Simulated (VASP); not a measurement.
A run of VASP 6.6.1 is set up as follows.

File INCAR:

```
SYSTEM = SrO
PREC = Accurate
ENCUT = 520
EDIFF = 1E-8
ISMEAR = 0
SIGMA = 0.01
LREAL = .False.
LASPH = .True.
NELM = 100
ALGO = Normal
ISIF = 2
LWAVE = .False.
LCHARG = .True.
GGA = PS
IBRION = 8
NSW = 1
LEPSILON = .True.
```

Contents of KPOINTS:

```
Automatic mesh
0
Gamma
  6 6 6
  0 0 0
```

File POSCAR:

```
SrO
1.0
    0.0000000000      2.7693114804      2.7693114804
    2.7693114804      0.0000000000      2.7693114804
    2.7693114804      2.7693114804      0.0000000000
Sr O
1 1
Direct
    0.0000000000      0.0000000000      0.0000000000
    0.2500000000      0.2500000000      0.2500000000
```

Potentials or basis: VASP PAW PBE potentials, release 64 (Sr_sv, O).

Command:

```bash
$ cat potpaw_PBE.64/Sr_sv/POTCAR potpaw_PBE.64/O/POTCAR > POTCAR
$ mpirun -np 1 vasp_std > vasp.out
```

(1) Predict the electronic dielectric tensor (diagonal).

(2) Predict the Born charges (mean of the diagonal).

(3) What does it give for the highest phonon frequency at Γ, LO-TO splitting left out?

Answers

(1) 3.44.

(2) Sr +2.13; O -2.13 e.

(3) 335 cm⁻¹.
